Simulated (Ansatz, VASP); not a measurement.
Two plane-wave programs on Ti2Al6H

Contents of INCAR:

```
SYSTEM = Ti2Al6H
  ALGO = Normal
  DIPOL = 0.5 0.5 0.311
  EDIFF = 1E-7
  ENCUT = 520
  GGA = PE
  IDIPOL = 3
  ISIF = 2
  ISMEAR = 0
  IVDW = 12
  LASPH = .TRUE.
  LCHARG = .FALSE.
  LDIPOL = .TRUE.
  LREAL = .FALSE.
  LWAVE = .FALSE.
  NBANDS = 32
  NELM = 80
  PREC = Accurate
  SIGMA = 0.1
```

Contents of KPOINTS:

```
k-points
0
G
  6 6 1
  0 0 0
```

The input POSCAR:

```
Ti2Al6H
1.0
    5.0241861190      0.0000000000      0.0000000000
    2.1588814530      4.5367033218      0.0000000000
    0.0000000000      0.0000000000     21.2187109014
Al Ti H
6 2 1
Direct
    0.5000000000      0.0000000000      0.1885128658
    0.0000000000      0.5000000000      0.1885128658
    0.0000000000      0.0000000000      0.2517328341
    0.0000000000      0.5000000000      0.3193548961
    0.5000000000      0.0000000000      0.3193548961
    0.5000000000      0.5000000000      0.3826203646
    0.5000000000      0.5000000000      0.2517328341
    0.0000000000      0.0000000000      0.3797002555
    0.6666666667      1.0000000000      0.5145793706
```

Input for Ansatz:

```yaml
crystal:
  lattice:
    - [5.024186119, 0.0, 0.0]
    - [2.158881453, 4.5367033218, 0.0]
    - [0.0, 0.0, 21.2187109014]
  atoms:
    - { symbol: Al, position: [0.5, 0.0, 0.1885128658] }
    - { symbol: Al, position: [0.0, 0.5, 0.1885128658] }
    - { symbol: Ti, position: [0.5, 0.5, 0.2517328341] }
    - { symbol: Al, position: [0.0, 0.0, 0.2517328341] }
    - { symbol: Al, position: [0.0, 0.5, 0.3193548961] }
    - { symbol: Al, position: [0.5, 0.0, 0.3193548961] }
    - { symbol: Ti, position: [0.0, 0.0, 0.3797002555] }
    - { symbol: Al, position: [0.5, 0.5, 0.3826203646] }
    - { symbol: H, position: [0.6666666667, 1.0, 0.5145793706] }
basis:
  ecutwfc: 420
kpoints:
  mp_grid: { grid: [6, 6, 1] }
hamiltonian:
  xc: pbe
  pseudopotentials: { kind: paw, azcp: { folder: soft_1 } }
  dispersion: d3bj
scf:
  occupations: { method: gaussian, width: 0.1 }
output:
  forces: true
  eigenvalues: true
efield:
  axis: 3
  dipole_correction: true
  ramp_width: 0.04
```

Alike in both runs: task single point; functional PBE; dispersion D3(BJ); k mesh 6 × 6 × 1; occupations gaussian, width 0.1 eV; no spin polarisation.

```csv
,VASP,Ansatz
version,VASP 6.6.1,Ansatz 0.2.0
potentials or method,"VASP PAW PBE potentials, release 64 (Al, Ti_sv, H), cutoff 520 eV","scalar-relativistic, plane waves, PAW"
valence electrons in the cell,43,43
```

|  | VASP | Ansatz | Ansatz less VASP |
| --- | --- | --- | --- |
| gap on the k mesh at the Fermi level (eV) | none | none | - |
| rms of the force components (eV/Å) | 0.347 | 0.347 | -0.0002 |

A gap of «none» marks a metal or a gap that the smearing closes.
